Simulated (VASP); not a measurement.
Runs of VASP 6.6.1 on In3Se. The structure is that of space group Cmmm (No. 65), or close to it. The cells are those of the table. 

```tsv
cell	gap on the mesh (eV)	pressure (GPa)
a = 5.409, b = 5.409, c = 4.701 Å, angles 90.0, 90.0, 93.7°, 4 atoms	none	-2.1
a = 4.011, b = 4.011, c = 4.701 Å, angles 90.0, 90.0, 100.1°, 4 atoms	none	33.7
a = 4.057, b = 4.057, c = 4.701 Å, angles 90.0, 90.0, 110.0°, 4 atoms	none	(a)
a = 4.031, b = 4.031, c = 4.701 Å, angles 90.0, 90.0, 105.1°, 4 atoms	none	40.7
```

Alike in all rows: task single point; level PBE+D3(BJ); potentials or basis VASP PAW PBE potentials, release 64 (In_d, Se); no spin polarisation; k mesh 8 × 8 × 8; cutoff (eV) 520; smearing gaussian 0.15 eV.

Problem. Fill in the values left out.

Solution. (a) 52.6.

Caveats: spin-orbit coupling is left out, which moves the levels of the heavy elements; the cell stands under pressure (at least some runs).

A k mesh can miss the band edges, and the runs leave out spin-orbit coupling on In, Se.

A gap of «none» marks levels without a gap at the run's occupations.
